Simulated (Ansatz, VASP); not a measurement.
**One calculation of LaB, two programs**

File INCAR:

```
SYSTEM = LaB
PREC     = Accurate       ! precision mode
ENCUT    = 520            ! plane-wave cutoff, eV
EDIFF    = 1E-7           ! SCF threshold, eV
ISMEAR   = 0              ! smearing method
SIGMA    = 0.05           ! smearing width, eV
LREAL    = .False.        ! projectors in reciprocal space
LASPH    = .True.         ! aspherical terms in the spheres
NELM     = 100            ! most SCF steps
ALGO     = Normal         ! electronic algorithm
ISIF     = 2              ! what is computed and relaxed
LWAVE    = .False.        ! write WAVECAR
LCHARG   = .False.        ! write CHGCAR
GGA      = PE             ! functional
NBANDS   = 14             ! bands
```

Contents of KPOINTS:

```
Automatic mesh
0
Gamma
  10 10 10
  0 0 0
```

POSCAR

```
LaB
1.0
    0.0000000000      2.8730999771      2.8730999771
    2.8730999771      0.0000000000      2.8730999771
    2.8730999771      2.8730999771      0.0000000000
La B
1 1
Direct
    0.5000000000      0.5000000000      0.5000000000
    0.0000000000      0.0000000000      0.0000000000
```

Input for Ansatz:

```yaml
crystal:
  lattice:
    - [0.0, 2.8730999771, 2.8730999771]
    - [2.8730999771, 0.0, 2.8730999771]
    - [2.8730999771, 2.8730999771, 0.0]
  atoms:
    - { symbol: La, position: [0.5, 0.5, 0.5] }
    - { symbol: B, position: [0.0, 0.0, 0.0] }
basis:
  ecutwfc: 420
  ecutrho_ratio: 4
kpoints:
  mp_grid: { grid: [10, 10, 10] }
hamiltonian:
  xc: pbe
scf:
  occupations: { method: gaussian, width: 0.05 }
output:
  forces: true
  stress: true
  eigenvalues: true
  write_density: true
  write_potential: true
  elf: true
  volumetric_format: npy
```

Alike in both runs: task single point; functional PBE; k mesh 10 × 10 × 10; occupations gaussian, width 0.05 eV; no spin polarisation.

|  | VASP | Ansatz |
| --- | --- | --- |
| version | VASP 6.6.1 | Ansatz 0.2.0 |
| potentials or method | VASP PAW PBE potentials, release 64 (La, B), cutoff 520 eV | scalar-relativistic, plane waves, PAW |
| valence electrons in the cell | 14 | 14 |

```csv
,VASP,Ansatz,Ansatz less VASP
gap on the k mesh at the Fermi level (eV),none,none,-
pressure (GPa),-2.1,-2.1,+0.04
```

A gap of «none» marks a metal or a gap that the smearing closes.

Spin-orbit coupling is off throughout.
